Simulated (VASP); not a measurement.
# HgTe (I-4m2) in VASP: notebook

Aim: see how the results for HgTe move with the level of theory and the settings. Levels: BLYP, r2SCAN, LDA, PBE. Tasks: single point, relaxation of cell and atoms.

Everything below comes from runs of VASP 6.6.1. Logs are shortened: lines on timing, memory, paths and dates and some standing lists are left out, and cuts for length are marked.

## Step 1: The cell of the first run

Symmetry: I-4m2, No. 119, tetragonal system. Conventional cell: a = 6.141 Å, b = 6.141 Å, c = 3.403 Å, α = 90.00°, β = 90.00°, γ = 90.00°. Hg (site symmetry -4m2) has 8 Te at 3.19 to 3.99 Å and 2 Hg at 3.40 Å within 4.2 Å. Te (site symmetry -4m2) has 8 Hg at 3.19 to 3.99 Å and 2 Te at 3.40 Å within 4.2 Å.

## Step 2: Single point, BLYP

Contents of INCAR:

```
SYSTEM = HgTe
AGGAC    = 1.0          
AGGAX    = 1.0          
ALDAC    = 0.0          
ALDAX    = 1.0          
ALGO     = Normal         ! electronic algorithm
EDIFF    = 1E-6           ! SCF threshold, eV
ENCUT    = 520            ! plane-wave cutoff, eV
GGA      = B5             ! functional
ISIF     = 2              ! what is computed and relaxed
ISMEAR   = -1             ! smearing method
LASPH    = .True.         ! aspherical terms in the spheres
LCHARG   = .False.        ! write CHGCAR
LREAL    = .False.        ! projectors in reciprocal space
LWAVE    = .False.        ! write WAVECAR
NBANDS   = 16             ! bands
NELM     = 60             ! most SCF steps
PREC     = Accurate       ! precision mode
SIGMA    = 0.05           ! smearing width, eV
```

Contents of KPOINTS:

```
k-points
0
Gamma
  10 10 10
  0 0 0
```

Contents of POSCAR:

```
HgTe
1.0
   -3.0705466412      3.0705466412      1.7016521365
    3.0705466412     -3.0705466412      1.7016521365
    3.0705466412      3.0705466412     -1.7016521365
Hg Te
1 1
Direct
    0.7500000000      0.2500000000      0.5000000000
    0.0000000000      0.0000000000      0.0000000000
```

Potentials or basis: VASP PAW PBE potentials, release 64 (Hg, Te).

Run with:

```bash
$ cat potpaw_PBE.64/Hg/POTCAR potpaw_PBE.64/Te/POTCAR > POTCAR
$ mpirun -np 1 vasp_std > vasp.out
```

OUTCAR:

```text
SYSTEM = HgTe
   EDIFF = 1E-6
   ENCUT = 520
   GGA = B5
   ISIF = 2
   ISMEAR = -1
   LASPH = .True.
   LREAL = .False.
   NELM = 60
   PREC = Accurate

 ion  position               nearest neighbor table
   1  0.750  0.250  0.500-   2 3.19   2 3.19   2 3.19   2 3.19
   2  0.000  0.000  0.000-   1 3.19   1 3.19   1 3.19   1 3.19

  LATTYP: Found a body centered tetragonal cell.
 ALAT       =     6.1410932824
 C/A-ratio  =     0.5541854058

  Lattice vectors:

 A1 = (  -3.0705466412,   3.0705466412,   1.7016521365)
 A2 = (   3.0705466412,  -3.0705466412,   1.7016521365)
 A3 = (   3.0705466412,   3.0705466412,  -1.7016521365)

Analysis of symmetry for initial positions (statically):
=====================================================================
 Subroutine PRICEL returns:
 Original cell was already a primitive cell.

 Routine SETGRP: Setting up the symmetry group for a
 body centered tetragonal supercell.

 Subroutine GETGRP returns: Found  8 space group operations
 (whereof  8 operations were pure point group operations)
 out of a pool of 16 trial point group operations.

The static configuration has the point symmetry D_2d.

Analysis of symmetry for dynamics (positions and initial velocities):
=====================================================================
 Subroutine PRICEL returns:
 Original cell was already a primitive cell.

 Routine SETGRP: Setting up the symmetry group for a
 body centered tetragonal supercell.

 Subroutine GETGRP returns: Found  8 space group operations
 (whereof  8 operations were pure point group operations)
 out of a pool of 16 trial point group operations.

The dynamic configuration has the point symmetry D_2d.

 Subroutine INISYM returns: Found  8 space group operations
 (whereof  8 operations are pure point group operations),
 and found     1 'primitive' translations

----------------------------------------------------------------------------------------

                                     Primitive cell

  volume of cell :      64.1745

  direct lattice vectors                    reciprocal lattice vectors
    -3.070546641  3.070546641  1.701652136     0.000000000  0.162837455  0.293832088
     3.070546641 -3.070546641  1.701652136     0.162837455  0.000000000  0.293832088
     3.070546641  3.070546641 -1.701652136     0.162837455  0.162837455  0.000000000

  length of vectors
     4.663918240  4.663918240  4.663918240     0.335936501  0.335936501  0.230286937

  position of ions in fractional coordinates (direct lattice)
     0.750000000  0.250000000  0.500000000
     0.000000000  0.000000000  0.000000000

  ion indices of the primitive-cell ions
   primitive index   ion index
                 1           1
                 2           2

----------------------------------------------------------------------------------------

 KPOINTS: k-points

Automatic generation of k-mesh.
 Grid dimensions read from file:
 generate k-points for:   10   10   10

 Generating k-lattice:

  Cartesian coordinates                     Fractional coordinates (reciprocal lattice)
     0.000000000  0.016283745  0.029383209     0.100000000 -0.000000000  0.000000000
     0.016283745  0.000000000  0.029383209    -0.000000000  0.100000000  0.000000000
     0.016283745  0.016283745  0.000000000     0.000000000  0.000000000  0.100000000

  Length of vectors
     0.033593650  0.033593650  0.023028694

  Shift w.r.t. Gamma in fractional coordinates (k-lattice)
     0.000000000  0.000000000  0.000000000

 Subroutine IBZKPT returns following result:
 ===========================================

 Found    102 irreducible k-points:

 Following reciprocal coordinates:
            Coordinates               Weight
  0.000000  0.000000  0.000000      1.000000
  0.100000  0.000000 -0.000000      8.000000
  0.200000  0.000000 -0.000000      8.000000
  0.300000  0.000000 -0.000000      8.000000
  0.400000  0.000000 -0.000000      8.000000
  0.500000  0.000000 -0.000000      4.000000
[... 16 lines left out ...]
  0.300000  0.300000 -0.000000      8.000000
  0.400000  0.300000  0.000000     16.000000
 [... further k-points ...]
   k-points           NKPTS =    102   k-points in BZ     NKDIM =    102   number of bands    NBANDS=     16
   number of dos      NEDOS =    301   number of ions     NIONS =      2
   total plane-waves  NPLWV =  46656
   dimension x,y,z NGX =    36 NGY =   36 NGZ =   36
   dimension x,y,z NGXF=    72 NGYF=   72 NGZF=   72
   ions per type =               1   1
   NGX,Y,Z   is equivalent  to a cutoff of  12.83, 12.83, 12.83 a.u.
   NGXF,Y,Z  is equivalent  to a cutoff of  25.66, 25.66, 25.66 a.u.
 SYSTEM =  HgTe
   PREC   = accura    normal or accurate (medium, high low for compatibility)
   ISTART =      0    job   : 0-new  1-cont  2-samecut
   ICHARG =      2    charge: 1-file 2-atom 10-const
   ISPIN  =      1    spin polarized calculation?
   LNONCOLLINEAR =      F non collinear calculations
   LSORBIT =      F    spin-orbit coupling
   LASPH  =      T    aspherical Exc in radial PAW
   ENCUT  =  520.0 eV  38.22 Ry    6.18 a.u.   8.67  8.67  8.67*2*pi/ulx,y,z
   NELM   =     60;   NELMIN=  2; NELMDL= -5     # of ELM steps
   EDIFF  = 0.1E-05   stopping-criterion for ELM
   LREAL  =      F    real-space projection
   EDIFFG = 0.1E-04   stopping-criterion for IOM
   NSW    =      0    number of steps for IOM
   IBRION =     -1    ionic relax: 0-MD 1-quasi-New 2-CG
   NFREE  =      0    steps in history (QN), initial steepest desc. (CG)
   ISIF   =      2    stress and relaxation
   ISYM   =      2    0-nonsym 1-usesym 2-fastsym
   POTIM  = 0.5000    time-step for ionic-motion
   TEBEG  =    0.0;   TEEND  =   0.0 temperature during run
   PSTRESS=    0.0 pullay stress
   NELECT =      18.0000    total number of electrons
   NUPDOWN=      -1.0000    fix difference up-down
   EMIN   =  10.00;   EMAX   =-10.00  energy-range for DOS
   EFERMI =   0.00;   METHOD = LEGACY
   ISMEAR =    -1;   SIGMA  =   0.05  broadening in eV -4-tet -1-fermi 0-gaus
   EFERMI_NEDOS =   21; number of points for ismear=-14 and -15
   IALGO  =     38    algorithm
   IMIX   =      4    mixing-type and parameters
     AMIX     =   0.40;   BMIX     =  1.00
     AMIX_MAG =   1.60;   BMIX_MAG =  1.00
  volume/ion in A,a.u.               =      32.09       216.54
  Fermi-wavevector in a.u.,A,eV,Ry     =   1.071630  2.025087 15.624812  1.148391
  Thomas-Fermi vector in A             =   2.207376
   LORBIT       =      0    0 simple, 1 ext, 2 COOP (PROOUT), +10 PAW based schemes
   GGA     = B5    functional components
   LHFCALC =     F    Hartree Fock is set to
   AEXX    =    0.0000 exact exchange contribution
   IVDW    =     0    specifies the selected vdW correction
   LEPSILON=     F    determine dielectric tensor
   LRPA    =     F    only Hartree local field effects (RPA)
 non-spin polarized calculation
  energy-cutoff  :      520.00
  volume of cell :       64.17
 maximum number of plane-waves:      1763
   NGX = 17   NGY = 17   NGZ = 17

 number of electron      18.0000003 magnetization

 Free energy of the ion-electron system (eV)
  ---------------------------------------------------
  ext. energy  EPLUGINS =         0.00000000
  ---------------------------------------------------
  free energy    TOTEN  =        -2.19442231 eV

  energy without entropy =       -2.18723959  energy(sigma->0) =       -2.19083095

 E-fermi :   3.8525     XC(G=0):  -8.7558

 val. band max:        3.8384049559   @ k =   0.2000   0.0000  -0.0000
 cond. band min:       3.8609366402   @ k =   0.2000   0.1000  -0.0000
 fundamental gap:      0.0225316842
 Fermi energy:         3.8524748637

 k-point     1 :       0.0000    0.0000    0.0000
  band No.  band energies     occupation
      1      -7.8824      2.00000
      2      -2.9874      2.00000
      3      -2.6276      2.00000
      4      -2.5901      2.00000
      5      -2.3533      2.00000
      6      -2.3533      2.00000
[... 8 lines left out ...]
     15      13.4762      0.00000
     16      14.8625      0.00000

 k-point     2 :       0.1000    0.0000   -0.0000
  band No.  band energies     occupation
      1      -7.7673      2.00000
      2      -2.8989      2.00000
      3      -2.6150      2.00000
      4      -2.6027      2.00000
      5      -2.3951      2.00000
      6      -2.3924      2.00000
[... 8 lines left out ...]
     15      13.1159      0.00000
     16      13.7342      0.00000

 k-point     3 :       0.2000    0.0000   -0.0000
  band No.  band energies     occupation
      1      -7.4418      2.00000
      2      -2.6849      2.00000
      3      -2.6201      2.00000
      4      -2.5957      2.00000
      5      -2.4859      2.00000
      6      -2.4787      2.00000
[... 8 lines left out ...]
     15      12.6821      0.00000
     16      13.4734      0.00000

 k-point     4 :       0.3000    0.0000   -0.0000
  band No.  band energies     occupation
      1      -6.9761      2.00000
      2      -2.6838      2.00000
      3      -2.6691      2.00000
      4      -2.5572      2.00000
      5      -2.4921      2.00000
      6      -2.3927      2.00000
[... 8 lines left out ...]
     15      12.0337      0.00000
     16      14.1380      0.00000
[... 324 lines left out ...]
 k-point    22 :      -0.2000    0.2000    0.0000
  band No.  band energies     occupation
      1      -7.7417      2.00000
      2      -2.9925      2.00000
      3      -2.6788      2.00000
      4      -2.6233      2.00000
      5      -2.3500      2.00000
      6      -2.3284      2.00000
[... 8 lines left out ...]
     15      13.6267      0.00000
     16      14.8709      0.00000

 k-point    23 :       0.3000    0.3000   -0.0000
  band No.  band energies     occupation
      1      -6.4113      2.00000
      2      -2.7969      2.00000
      3      -2.7029      2.00000
      4      -2.4714      2.00000
      5      -2.4522      2.00000
      6      -2.3104      2.00000
[... 8 lines left out ...]
     15      13.1196      0.00000
     16      14.0639      0.00000

 k-point    24 :       0.4000    0.3000    0.0000
  band No.  band energies     occupation
      1      -6.7445      2.00000
      2      -2.7345      2.00000
      3      -2.6559      2.00000
      4      -2.5059      2.00000
      5      -2.4652      2.00000
      6      -2.4299      2.00000
[... 8 lines left out ...]
     15      13.4550      0.00000
     16      14.6689      0.00000

 [... further k-points ...]

------------------------ aborting loop because EDIFF is reached ----------------------------------------

  FORCE on cell =-STRESS in cart. coord.  units (eV):
  Direction    XX          YY          ZZ          XY          YZ          ZX
  --------------------------------------------------------------------------------------
  -------------------------------------------------------------------------------------
  Total        0.0587594      0.0587594      0.0458011      0.0000000      0.0000000      0.0000000
  in kB        1.4669842      1.4669842      1.1434693      0.0000000      0.0000000      0.0000000
  external PRESSURE =       1.3591459 kB  Pullay stress =       0.0000000 kB

 VOLUME and BASIS-vectors are now :
 -----------------------------------------------------------------------------
  energy-cutoff  :      520.00
  volume of cell :       64.17
      direct lattice vectors                 reciprocal lattice vectors
    -3.070546641  3.070546641  1.701652136     0.000000000  0.162837455  0.293832088
     3.070546641 -3.070546641  1.701652136     0.162837455  0.000000000  0.293832088
     3.070546641  3.070546641 -1.701652136     0.162837455  0.162837455  0.000000000

 POSITION                                       TOTAL-FORCE (eV/Angst)
 -----------------------------------------------------------------------------------
      0.00000      3.07055      0.85083         0.000000     -0.000000      0.000000
      0.00000      0.00000      0.00000        -0.000000      0.000000     -0.000000
 -----------------------------------------------------------------------------------
    total drift:                               -0.000000      0.000000     -0.000000

  FREE ENERGIE OF THE ION-ELECTRON SYSTEM (eV)
  ---------------------------------------------------
  free  energy   TOTEN  =        -2.1944223149 eV

  energy  without entropy=       -2.1872395902  energy(sigma->0) =       -2.19083095
```

It took 92 s on 1 thread of Intel Xeon Platinum 8488C (Sapphire Rapids), shared host; peak memory 0.27 GiB.

What came out:

```
Free energy            : -2.1944 eV
Pressure               : 0.1 GPa
Band gap on the k mesh : zero (bands 9 and 10 overlap by 3.22 eV)
```

Levels at points of the mesh, in eV from the Fermi level:
```
           k point  band 5  band 6  band 7  band 8  band 9  band 10  band 11  band 12  band 13  band 14
(0.00, 0.00, 0.00)   -6.21   -6.21   -3.10   -1.86   -1.86     2.07     5.31     7.06     7.06     8.27
(0.50, 0.00, 0.00)   -6.29   -6.10   -3.97   -2.04   -1.19    -0.14     3.18     4.08     5.76     8.41
(0.50, 0.50, 0.00)   -6.17   -6.15   -5.68   -0.61    1.63     1.68     2.61     3.82     7.96     8.94
(0.50, 0.50, 0.50)   -6.17   -6.01   -3.95   -3.58   -3.58     1.78     6.21     8.03     8.03    11.99
```

Caveat: the PAW data sets were made with another functional, which shifts forces and pressure a little; spin-orbit coupling is left out, which moves the levels of the heavy elements.

(Continued in part 2 of 3.)

The gap in the log of VASP goes by the Fermi energy; the results here count the filled bands.